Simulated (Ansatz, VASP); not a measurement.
Si4PI: VASP beside Ansatz

Contents of INCAR:

```
  PREC = Accurate
  ENCUT = 520
  EDIFF = 1E-6
  ISMEAR = 0
  SIGMA = 0.1
  LREAL = False
  LASPH = True
  NELM = 80
  ALGO = Normal
  ISIF = 2
  LWAVE = False
  LCHARG = True
  GGA = PE
  LELF = True
  LVHAR = True
  NBANDS = 23
```

File KPOINTS:

```
regular mesh
0
Gamma
  6 6 2
```

File POSCAR:

```
Si4PI
1.0
    4.3467526900      0.0000000000      0.0000000000
   -2.1733763400      3.7643982500      0.0000000000
    0.0000000000      0.0000000000      8.7673771000
Si P I
4 1 1
Direct
    0.0000000000      0.0000000000      0.2439245000
    0.0000000000      0.0000000000      0.7560755000
    0.3333333300      0.6666666700      0.0000000000
    0.6666666700      0.3333333300      0.0000000000
    0.0000000000      0.0000000000      0.5000000000
    0.0000000000      0.0000000000      0.0000000000
```

Input for Ansatz:

```yaml
crystal:
  lattice:
    - [4.34675269, 0.0, 0.0]
    - [-2.17337634, 3.76439825, 0.0]
    - [0.0, 0.0, 8.7673771]
  atoms:
    - { symbol: Si, position: [0.0, 0.0, 0.2439245] }
    - { symbol: Si, position: [0.0, 0.0, 0.7560755] }
    - { symbol: Si, position: [0.33333333, 0.66666667, 0.0] }
    - { symbol: Si, position: [0.66666667, 0.33333333, 0.0] }
    - { symbol: P, position: [0.0, 0.0, 0.5] }
    - { symbol: I, position: [0.0, 0.0, 0.0] }
basis:
  ecutwfc: 420
kpoints:
  mp_grid: { grid: [6, 6, 2] }
hamiltonian:
  xc: pbe
scf:
  occupations: { method: gaussian, width: 0.1 }
  lower_state_search: "off"
output:
  forces: true
  stress: true
  eigenvalues: true
```

Alike in both runs: task single point; functional PBE; k mesh 6 × 6 × 2; occupations gaussian, width 0.1 eV; no spin polarisation.

|  | VASP | Ansatz |
| --- | --- | --- |
| version | VASP 6.6.1 | Ansatz 0.2.0 |
| potentials or method | VASP PAW PBE potentials, release 64 (Si, P, I), cutoff 520 eV | scalar-relativistic, plane waves, PAW |
| valence electrons in the cell | 28 | 38 |

VASP gave:

* gap on the k mesh at the Fermi level (eV): none
* pressure (GPa): 27.8
* traceless stress, the component that is largest in VASP (GPa): 16.48
* rms of the force components (eV/Å): 3.124

Estimate Ansatz's values.

gap on the k mesh at the Fermi level (eV): none; pressure (GPa): 27.7; traceless stress, the component that is largest in VASP (GPa): 16.53; rms of the force components (eV/Å): 3.128.

Atom by atom the forces differ by 0.004 eV/Å (rms over components). A gap of «none» marks a metal or a gap that the smearing closes. VASP's potentials hold 28 valence electrons a cell and Ansatz's 38, so a difference there can come from the potentials and not from the codes.

Spin-orbit coupling is off throughout.
